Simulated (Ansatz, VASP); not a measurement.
# One calculation of W4N, two programs

```
CELL_PARAMETERS angstrom
-2.09654 2.09654 3.96553
2.09654 -2.09654 3.96553
2.09654 2.09654 -3.96553
ATOMIC_POSITIONS crystal
W 0.50000 0.00000 0.50000
W 0.00000 0.50000 0.50000
W 0.26292 0.26292 0.00000
W 0.73708 0.73708 0.00000
N 0.00000 0.00000 0.00000
```

Change from the starting cell: the structure that the rattled cell fell into.

Alike in both runs: functional PBE; k mesh 12 × 12 × 12; occupations gaussian, width 0.1 eV; no spin polarisation.

Ansatz relaxed the structure, and its values are those at the end. VASP's run is a single point on that final structure, the one shown.

|  | VASP | Ansatz |
| --- | --- | --- |
| version | VASP 6.6.1 | Ansatz 0.2.0 |
| potentials or method | VASP PAW PBE potentials, release 64 (W_sv, N), cutoff 520 eV | scalar-relativistic, plane waves, PAW |
| valence electrons in the cell | 61 | 61 |

|  | VASP | Ansatz | Ansatz less VASP |
| --- | --- | --- | --- |
| gap on the k mesh at the Fermi level (eV) | none | none | - |
| pressure (GPa) | 0.9 | 0.0 | -0.92 |
| rms of the force components (eV/Å) | 0.022 | 0.000 | -0.0218 |

A gap of «none» marks a metal or a gap that the smearing closes.

Spin-orbit coupling is off throughout.
